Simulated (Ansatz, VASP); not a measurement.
**CuO: VASP beside Ansatz**

Contents of INCAR:

```
ALGO = Normal
EDIFF = 1E-6
EDIFFG = -0.01
ENCUT = 600
GGA = PE
IBRION = 2
ISIF = 3
ISMEAR = -1
LASPH = T
LCHARG = F
LDAU = T
LDAUJ = 0 0
LDAUL = 2 -1
LDAUPRINT = 1
LDAUTYPE = 2
LDAUU = 1 0
LMAXMIX = 4
LREAL = F
LWAVE = F
NELM = 150
NSW = 60
PREC = Accurate
SIGMA = 0.05
```

KPOINTS

```
k-points
0
Gamma
  10 10 10
```

The input POSCAR:

```
CuO
1.0
    2.5525506100      0.0000000000      0.0000000000
    0.0000000000      2.5525506100      0.0000000000
    0.0000000000      0.0000000000      2.5525506100
Cu O
1 1
Direct
    0.0000000000      0.0000000000      0.0000000000
    0.5000000000      0.5000000000      0.5000000000
```

The input input.yaml:

```yaml
crystal:
  lattice:
    - [2.55255061, 0.0, 0.0]
    - [0.0, 2.55255061, 0.0]
    - [0.0, 0.0, 2.55255061]
  atoms:
    - { symbol: Cu, position: [0.0, 0.0, 0.0] }
    - { symbol: O, position: [0.5, 0.5, 0.5] }
hamiltonian:
  xc: pbe
  pseudopotentials: { kind: paw }
  hubbard: { sites: [{ species: Cu, l: d, u_eff: 1.0 }] }
kpoints:
  mp_grid: { grid: [10, 10, 10] }
scf:
  occupations: { method: fermi_dirac, width: 0.05 }
output:
  forces: true
  stress: true
  eigenvalues: true
relax:
  f_tol: 0.01
  max_steps: 40
  cell: { stress_tol: 0.05 }
```

Alike in both runs: task relaxation of cell and atoms; functional PBE; k mesh 10 × 10 × 10; occupations fermi-dirac, width 0.05 eV; no spin polarisation; Hubbard terms Cu d U = 1.0 eV.

|  | VASP | Ansatz |
| --- | --- | --- |
| version | VASP 6.6.1 | Ansatz 0.2.0 |
| potentials or method | VASP PAW PBE potentials, release 64 (Cu, O) | Ansatz PAW |
| plane-wave cutoff (eV) | 600 | 420 |
| valence electrons in the cell | 17 | 25 |

```tsv
	VASP	Ansatz	Ansatz less VASP
gap on the k mesh at the Fermi level, each at its own relaxed structure (eV)	none	none	-
relaxed volume (Å³/atom)	9.13	9.18	+0.057
relaxed length of the cell vector where the two differ most in proportion (Å)	2.633	2.639	+0.0055
```

The programs project onto different local orbitals, so the same U acts differently, and such runs can settle in different states. A gap of «none» marks a metal or a gap that the smearing closes. VASP's potentials hold 17 valence electrons a cell and Ansatz's 25, so a difference there can come from the potentials and not from the codes.

Noted on Ansatz's run: the plane-wave basis is chosen anew once the cell has moved, so the energies of steps on either side of that aren't comparable.
